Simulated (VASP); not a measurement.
# KScAuC6N6 (F-43m) in VASP: single point with PBE

Aim: the single point of KScAuC6N6 with PBE.

Everything below comes from runs of VASP 6.6.1. Logs are shortened: lines on timing, memory, paths and dates and some standing lists are left out, and cuts for length are marked.

### 1 The cell of the first run

It takes space group F-43m (No. 216, cubic). Conventional cell: a = 11.593 Å, b = 11.593 Å, c = 11.593 Å, α = 90.00°, β = 90.00°, γ = 90.00°. Within 5.4 Å of K (site symmetry -43m) lie 12 C at 4.14 Å and 12 N at 4.14 Å and 4 Sc at 5.02 Å and 4 Au at 5.02 Å. Sc (site symmetry -43m) has 6 C at 2.31 Å within 3.1 Å. C (site symmetry 2mm) has 1 N at 1.17 Å within 1.6 Å. Au (site symmetry -43m) has 6 N at 2.31 Å within 3.1 Å. N (site symmetry 2mm) has 1 C at 1.17 Å within 1.6 Å.

### 2 Single point, PBE, collinear spin

Input file INCAR:

```
SYSTEM = KScAuC6N6
PREC = Accurate
ENCUT = 600
EDIFF = 1E-6
ISMEAR = 0
SIGMA = 0.1
LREAL = .FALSE.
LASPH = .TRUE.
NELM = 200
ALGO = Normal
ISIF = 2
LWAVE = .FALSE.
LCHARG = .TRUE.
ISPIN = 2
MAGMOM = 0 0 0 0 0 0 0 0 0.62 0 0 0 0 0 0
LORBIT = 11
LMAXMIX = 4
GGA = PE
LVHAR = .TRUE.
NBANDS = 60
GGA_COMPAT = .FALSE.
KPAR = 4
```

Input file KPOINTS:

```
regular mesh
0
G
  6 6 6
  0 0 0
```

Input file POSCAR:

```
KScAuC6N6
1.0
    0.0000000000      5.7965267921      5.7965267921
    5.7965267921      0.0000000000      5.7965267921
    5.7965267921      5.7965267921      0.0000000000
K Sc C Au N
1 1 6 1 6
Direct
    0.2500000000      0.2500000000      0.2500000000
    0.0000000000      0.0000000000      0.0000000000
    0.8003809592      0.1996190408      0.1996190408
    0.8003809592      0.1996190408      0.8003809592
    0.8003809592      0.8003809592      0.1996190408
    0.1996190408      0.8003809592      0.8003809592
    0.1996190408      0.8003809592      0.1996190408
    0.1996190408      0.1996190408      0.8003809592
    0.5000000000      0.5000000000      0.5000000000
    0.6996120702      0.3003879298      0.3003879298
    0.6996120702      0.3003879298      0.6996120702
    0.6996120702      0.6996120702      0.3003879298
    0.3003879298      0.6996120702      0.6996120702
    0.3003879298      0.6996120702      0.3003879298
    0.3003879298      0.3003879298      0.6996120702
```

Potentials or basis: VASP PAW PBE potentials, release 64 (K_sv, Sc_sv, C, Au, N).

On the command line:

```sh
$ cat potpaw_PBE.64/K_sv/POTCAR potpaw_PBE.64/Sc_sv/POTCAR potpaw_PBE.64/C/POTCAR potpaw_PBE.64/Au/POTCAR potpaw_PBE.64/N/POTCAR > POTCAR
$ mpirun -np 4 vasp_std > vasp.out
```

OUTCAR:

```text
SYSTEM = KScAuC6N6
   PREC = Accurate
   ENCUT = 600
   EDIFF = 1E-6
   ISMEAR = 0
   LREAL = .FALSE.
   LASPH = .TRUE.
   NELM = 200
   ISIF = 2
   ISPIN = 2
   LORBIT = 11
   GGA = PE

 ion  position               nearest neighbor table
   1  0.250  0.250  0.250-
   2  0.000  0.000  0.000-   3 2.31   4 2.31   5 2.31   6 2.31   7 2.31   8 2.31
   3  0.800  0.200  0.200-  10 1.17   2 2.31
   4  0.800  0.200  0.800-  11 1.17   2 2.31
   5  0.800  0.800  0.200-  12 1.17   2 2.31
   6  0.200  0.800  0.800-  13 1.17   2 2.31
   7  0.200  0.800  0.200-  14 1.17   2 2.31
   8  0.200  0.200  0.800-  15 1.17   2 2.31
   9  0.500  0.500  0.500-  10 2.31  11 2.31  12 2.31  13 2.31  14 2.31  15 2.31
  10  0.700  0.300  0.300-   3 1.17   9 2.31
  11  0.700  0.300  0.700-   4 1.17   9 2.31
  12  0.700  0.700  0.300-   5 1.17   9 2.31
  13  0.300  0.700  0.700-   6 1.17   9 2.31
  14  0.300  0.700  0.300-   7 1.17   9 2.31
  15  0.300  0.300  0.700-   8 1.17   9 2.31

  LATTYP: Found a face centered cubic cell.
 ALAT       =    11.5930535842

  Lattice vectors:

 A1 = (   0.0000000000,   5.7965267921,   5.7965267921)
 A2 = (   5.7965267921,   0.0000000000,   5.7965267921)
 A3 = (   5.7965267921,   5.7965267921,   0.0000000000)

Analysis of symmetry for initial positions (statically):
=====================================================================
 Subroutine PRICEL returns:
 Original cell was already a primitive cell.

 Routine SETGRP: Setting up the symmetry group for a
 face centered cubic supercell.

 Subroutine GETGRP returns: Found 24 space group operations
 (whereof 24 operations were pure point group operations)
 out of a pool of 48 trial point group operations.

The static configuration has the point symmetry T_d .

Analysis of symmetry for dynamics (positions and initial velocities):
=====================================================================
 Subroutine PRICEL returns:
 Original cell was already a primitive cell.

 Routine SETGRP: Setting up the symmetry group for a
 face centered cubic supercell.

 Subroutine GETGRP returns: Found 24 space group operations
 (whereof 24 operations were pure point group operations)
 out of a pool of 48 trial point group operations.

The dynamic configuration has the point symmetry T_d .

[... 1096 lines left out ...]
     53       3.4073      0.00000
     54       3.6062      0.00000
 Fermi energy:        -1.2266495623

 spin component 2

 k-point     1 :       0.0000    0.0000    0.0000
  band No.  band energies     occupation
      1     -50.9033      1.00000
      2     -32.4357      1.00000
      3     -29.4973      1.00000
      4     -29.4973      1.00000
      5     -29.4973      1.00000
      6     -18.8465      1.00000
[... 901 lines left out ...]
     53       3.4370      0.00000
     54       3.6226      0.00000
 [bands above 54 left out]

------------------------ aborting loop because EDIFF is reached ----------------------------------------

  FORCE on cell =-STRESS in cart. coord.  units (eV):
  Direction    XX          YY          ZZ          XY          YZ          ZX
  --------------------------------------------------------------------------------------
  -------------------------------------------------------------------------------------
  Total        0.6395742      0.6395742      0.6395742     -0.0000000      0.0000000     -0.0000000
  in kB        2.6306796      2.6306796      2.6306796     -0.0000000      0.0000000     -0.0000000
  external PRESSURE =       2.6306796 kB  Pullay stress =       0.0000000 kB

 VOLUME and BASIS-vectors are now :
 -----------------------------------------------------------------------------
  energy-cutoff  :      600.00
  volume of cell :      389.52
      direct lattice vectors                 reciprocal lattice vectors
     0.000000000  5.796526792  5.796526792    -0.086258551  0.086258551  0.086258551
     5.796526792  0.000000000  5.796526792     0.086258551 -0.086258551  0.086258551
     5.796526792  5.796526792  0.000000000     0.086258551  0.086258551 -0.086258551

 POSITION                                       TOTAL-FORCE (eV/Angst)
 -----------------------------------------------------------------------------------
      2.89826      2.89826      2.89826        -0.000000     -0.000000     -0.000000
      0.00000      0.00000      0.00000        -0.000000     -0.000000     -0.000000
      2.31419      5.79653      5.79653        -0.370105     -0.000000     -0.000000
      5.79653      9.27886      5.79653        -0.000000      0.370105     -0.000000
      5.79653      5.79653      9.27886        -0.000000     -0.000000      0.370105
      9.27886      5.79653      5.79653         0.370105     -0.000000     -0.000000
      5.79653      2.31419      5.79653        -0.000000     -0.370105     -0.000000
      5.79653      5.79653      2.31419        -0.000000     -0.000000     -0.370105
      5.79653      5.79653      5.79653        -0.000000     -0.000000     -0.000000
      3.48241      5.79653      5.79653         0.396494     -0.000000     -0.000000
      5.79653      8.11064      5.79653        -0.000000     -0.396494     -0.000000
      5.79653      5.79653      8.11064        -0.000000     -0.000000     -0.396494
      8.11064      5.79653      5.79653        -0.396494     -0.000000     -0.000000
      5.79653      3.48241      5.79653        -0.000000      0.396494     -0.000000
      5.79653      5.79653      3.48241        -0.000000     -0.000000      0.396494
 -----------------------------------------------------------------------------------
    total drift:                                0.000000      0.000000      0.000000

  FREE ENERGIE OF THE ION-ELECTRON SYSTEM (eV)
  ---------------------------------------------------
  free  energy   TOTEN  =      -110.7441942870 eV

  energy  without entropy=     -110.6918185678  energy(sigma->0) =     -110.71800643

 total charge

# of ion       s       p       d       tot
------------------------------------------
    1        1.945   5.569   0.002   7.515
    2        2.210   6.246   0.848   9.304
    3        0.969   1.627   0.000   2.596
    4        0.969   1.627   0.000   2.596
    5        0.969   1.627   0.000   2.596
    6        0.969   1.627   0.000   2.596
    7        0.969   1.627   0.000   2.596
    8        0.969   1.627   0.000   2.596
    9        0.360   0.302   8.674   9.336
   10        1.310   2.532   0.000   3.842
   11        1.310   2.532   0.000   3.842
   12        1.310   2.532   0.000   3.842
   13        1.310   2.532   0.000   3.842
   14        1.310   2.532   0.000   3.842
   15        1.310   2.532   0.000   3.842
--------------------------------------------------
tot         18.191  37.065   9.524  64.780

 magnetization (x)

# of ion       s       p       d       tot
------------------------------------------
    1       -0.000  -0.000   0.000  -0.000
    2        0.001   0.003   0.005   0.010
    3        0.001   0.006   0.000   0.007
    4        0.001   0.006   0.000   0.007
    5        0.001   0.006   0.000   0.007
    6        0.001   0.006   0.000   0.007
    7        0.001   0.006   0.000   0.007
    8        0.001   0.006   0.000   0.007
    9       -0.001  -0.002   0.605   0.602
   10        0.013   0.042   0.000   0.055
   11        0.013   0.042   0.000   0.055
   12        0.013   0.042   0.000   0.055
   13        0.013   0.042   0.000   0.055
   14        0.013   0.042   0.000   0.055
   15        0.013   0.042   0.000   0.055
--------------------------------------------------
tot          0.083   0.290   0.610   0.983
```

OSZICAR:

```text
N       E                     dE             d eps       ncg     rms          rms(c)
DAV:   1     0.805565250973E+03    0.80557E+03   -0.37471E+04  3848   0.135E+03
DAV:   2    -0.188828592487E+02   -0.82445E+03   -0.79617E+03  4544   0.334E+02
DAV:   3    -0.122790222665E+03   -0.10391E+03   -0.10229E+03  6152   0.128E+02
DAV:   4    -0.127411693105E+03   -0.46215E+01   -0.45107E+01  5624   0.291E+01
DAV:   5    -0.127630613086E+03   -0.21892E+00   -0.21584E+00  6136   0.487E+00    0.271E+01
DAV:   6    -0.111940040855E+03    0.15691E+02   -0.41801E+01  5432   0.291E+01    0.216E+01
DAV:   7    -0.111014388673E+03    0.92565E+00   -0.75497E+00  5824   0.118E+01    0.110E+01
DAV:   8    -0.110793197009E+03    0.22119E+00   -0.67287E-01  5568   0.372E+00    0.592E+00
DAV:   9    -0.110761253854E+03    0.31943E-01   -0.86029E-02  5880   0.133E+00    0.149E+00
DAV:  10    -0.110748173424E+03    0.13080E-01   -0.27005E-02  5824   0.735E-01    0.396E-01
DAV:  11    -0.110746257492E+03    0.19159E-02   -0.52056E-03  5728   0.395E-01    0.247E-01
DAV:  12    -0.110744942909E+03    0.13146E-02   -0.27804E-03  5108   0.268E-01    0.141E-01
DAV:  13    -0.110744335775E+03    0.60713E-03   -0.10006E-03  5328   0.125E-01    0.555E-02
DAV:  14    -0.110744218833E+03    0.11694E-03   -0.28057E-04  6020   0.682E-02    0.316E-02
DAV:  15    -0.110744201265E+03    0.17568E-04   -0.53034E-05  5760   0.314E-02    0.170E-02
DAV:  16    -0.110744194299E+03    0.69663E-05   -0.10235E-05  5528   0.153E-02    0.809E-03
DAV:  17    -0.110744194287E+03    0.11621E-07   -0.26642E-06  4256   0.818E-03
   1 F= -.11074419E+03 E0= -.11071801E+03  d E =-.523757E-01  mag=     1.0000
```

It took 11 min on 4 MPI ranks of Intel Xeon Platinum 8259CL at 2.50GHz (Skylake/Cascade Lake), shared host; peak memory 1.6 GiB.

What came out:

- Free energy: -110.7442 eV
- Pressure: 0.3 GPa
- Largest force: 0.396 eV/Å
- Band gap on the k mesh: zero (filled and empty bands overlap)
- Net moment: 1.00 μB per cell
- Site moments: K -0.00; Sc +0.01; C +0.01; Au +0.60; N +0.06 μB
- Valence electrons inside the program's atomic spheres: K 7.51; Sc 9.30; C 2.60; Au 9.34; N 3.84

Forces on the atoms (eV/Å):
```
K    0.000  0.000  0.000
Sc   0.000  0.000  0.000
C   -0.370  0.000  0.000
C    0.000  0.370  0.000
C    0.000  0.000  0.370
C    0.370  0.000  0.000
C    0.000 -0.370  0.000
C    0.000  0.000 -0.370
Au   0.000  0.000  0.000
N    0.396  0.000  0.000
N    0.000 -0.396  0.000
N    0.000  0.000 -0.396
N   -0.396  0.000  0.000
N    0.000  0.396  0.000
N    0.000  0.000  0.396
```

Caveat: spin-orbit coupling is left out, which moves the levels of the heavy elements.
